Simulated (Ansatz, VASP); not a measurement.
**In3Se: VASP beside Ansatz**

Contents of INCAR:

```
SYSTEM = In3Se
ALGO = Normal ; EDIFF = 1E-6
ENCUT = 520 ; GGA = PE
ISIF = 2 ; ISMEAR = 0
IVDW = 12 ; LASPH = .True.
LCHARG = .True. ; LELF = .True.
LREAL = .False. ; LVHAR = .True.
LWAVE = .False. ; NBANDS = 30
NELM = 100 ; PREC = Accurate
SIGMA = 0.15
```

KPOINTS

```
k-points
0
Gamma
  12 12 12
  0 0 0
```

The input POSCAR:

```
In3Se
1.0
    4.7008968791      0.0000000000      0.0000000000
    0.0000000000      4.7008968791      0.0000000000
    0.0000000000      0.0000000000      4.7008968791
In Se
3 1
Direct
    0.0000000000      0.5000000000      0.5000000000
    0.5000000000      0.0000000000      0.5000000000
    0.5000000000      0.5000000000      0.0000000000
    0.0000000000      0.0000000000      0.0000000000
```

Input for Ansatz:

```yaml
crystal:
  lattice:
    - [4.7008968689, 0.0, 0.0]
    - [0.0, 4.7008968689, 0.0]
    - [0.0, 0.0, 4.7008968689]
  atoms:
    - { symbol: In, position: [0.0, 0.5, 0.5] }
    - { symbol: In, position: [0.5, 0.0, 0.5] }
    - { symbol: In, position: [0.5, 0.5, 0.0] }
    - { symbol: Se, position: [0.0, 0.0, 0.0] }
basis:
  ecutwfc: 420
kpoints:
  mp_grid: { grid: [12, 12, 12] }
hamiltonian:
  xc: pbe
  dispersion: d3bj
scf:
  occupations: { method: gaussian, width: 0.15 }
output:
  forces: true
  stress: true
  eigenvalues: true
```

Alike in both runs: task single point; functional PBE; dispersion D3(BJ); k mesh 12 × 12 × 12; occupations gaussian, width 0.15 eV; no spin polarisation.

```csv
,VASP,Ansatz
version,VASP 6.6.1,Ansatz 0.2.0
potentials or method,"VASP PAW PBE potentials, release 64 (In_d, Se), cutoff 520 eV","scalar-relativistic, plane waves, PAW"
valence electrons in the cell,45,55
```

```tsv
	VASP	Ansatz	Ansatz less VASP
gap on the k mesh at the Fermi level (eV)	none	none	-
pressure (GPa)	0.0	0.1	+0.02
```

A gap of «none» marks a metal or a gap that the smearing closes. VASP's potentials hold 45 valence electrons a cell and Ansatz's 55, so a difference there can come from the potentials and not from the codes.
